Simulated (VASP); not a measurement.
A run of VASP 6.6.1 is set up as follows.

File INCAR:

```
SYSTEM = Cd
  PREC = Accurate
  ENCUT = 520
  EDIFF = 1E-6
  ISMEAR = 0
  SIGMA = 0.15
  LREAL = .False.
  LASPH = .True.
  NELM = 100
  ALGO = Fast
  ISIF = 2
  LWAVE = .False.
  LCHARG = .False.
  GGA = PE
  NBANDS = 12
```

The input KPOINTS:

```
regular mesh
0
Gamma
  18 18 18
  0 0 0
```

File POSCAR:

```
Cd
1.0
    0.0000000000      2.5634925353      1.8823725687
    2.5634925353      0.0000000000      1.8823725687
    2.5634925353      2.5634925353      0.0000000000
Cd
1
Direct
    0.0000000000      0.0000000000      0.0000000000
```

Potentials or basis: VASP PAW PBE potentials, release 64 (Cd).

Launch:

```bash
$ cat potpaw_PBE.64/Cd/POTCAR > POTCAR
$ mpirun -np 1 vasp_std > vasp.out
```

**Question.** What does it give for the band gap on the k mesh?

**Answer.** Zero (band 6 reaches 4.94 eV, above the bottom of band 7 at 0.85 eV).

**Question.** What does it give for the pressure?

**Answer.** -1.4 GPa.

Stress tensor (GPa, compression positive):
```
-1.64  0.00  0.00
 0.00 -1.64  0.00
 0.00  0.00 -1.04
```
